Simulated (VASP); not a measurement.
Here is a VASP 6.6.1 calculation.

INCAR

```
PREC     = Accurate       # precision mode
ENCUT    = 520            # plane-wave cutoff, eV
EDIFF    = 1E-6           # SCF threshold, eV
ISMEAR   = -1             # smearing method
SIGMA    = 0.06           # smearing width, eV
LREAL    = False          # projectors in reciprocal space
LASPH    = True           # aspherical terms in the spheres
NELM     = 80             # most SCF steps
ALGO     = Normal         # electronic algorithm
ISIF     = 2              # what is computed and relaxed
LWAVE    = False          # write WAVECAR
LCHARG   = False          # write CHGCAR
GGA      = PE             # functional
NBANDS   = 13             # bands
```

The input KPOINTS:

```
Automatic mesh
0
Gamma
  5 5 5
```

The input POSCAR:

```
Mo
1.0
   -1.5838089719      1.5838089719      1.5838089719
    1.5838089719     -1.5838089719      1.5838089719
    1.5838089719      1.5838089719     -1.5838089719
Mo
1
Direct
    0.0000000000      0.0000000000      0.0000000000
```

Potentials or basis: VASP PAW PBE potentials, release 64 (Mo_sv).

Command:

```bash
$ cat potpaw_PBE.64/Mo_sv/POTCAR > POTCAR
$ mpirun -np 1 vasp_std > vasp.out
```

Task: Estimate the pressure.

Result: -3.4 GPa.

Task: What does it give for the band gap on the k mesh?

Result: Zero (band 7 reaches 14.54 eV, above the bottom of band 8 at 11.04 eV).

Caveat: the k points lie up to 0.56 Å⁻¹ apart.
